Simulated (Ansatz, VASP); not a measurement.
**Two plane-wave programs on Ta2N**

```
Ta N
1.0
     3.10114    0.00000    0.00000
    -1.55057    2.64538    0.00000
     0.00000    0.00000    4.88189
Ta N
2 1
Direct
  0.66667 0.33333 0.74491
  0.33333 0.66667 0.25509
  0.00000 0.00000 0.00000
```

Change from the starting cell: strain -0.0150 x Voigt [0, 1, 0, 0, 0, 0], atoms carried along.

Alike in both runs: task single point; functional PBE; k mesh 18 × 18 × 10; occupations gaussian, width 0.15 eV; no spin polarisation.

|  | VASP | Ansatz |
| --- | --- | --- |
| version | VASP 6.6.1 | Ansatz 0.2.0 |
| potentials or method | VASP PAW PBE potentials, release 64 (Ta_pv, N), cutoff 520 eV | scalar-relativistic, plane waves, PAW |
| valence electrons in the cell | 27 | 31 |

VASP gave:

| Item | Value |
| --- | --- |
| gap on the k mesh at the Fermi level (eV) | none |
| pressure (GPa) | 4.9 |
| traceless stress, the component that is largest in VASP (GPa) | 2.84 |
| rms of the force components (eV/Å) | 0.089 |

Task: What did Ansatz give for the same quantities?

Result: gap on the k mesh at the Fermi level (eV): none; pressure (GPa): 4.4; traceless stress, the component that is largest in VASP (GPa): 2.81; rms of the force components (eV/Å): 0.066.

Atom by atom the forces differ by 0.023 eV/Å (rms over components). A gap of «none» marks a metal or a gap that the smearing closes. The functional is the same, so the differences come from potentials, cutoffs and numerics. VASP's potentials hold 27 valence electrons a cell and Ansatz's 31, so a difference there can come from the potentials and not from the codes.

Neither program's run includes spin-orbit coupling.
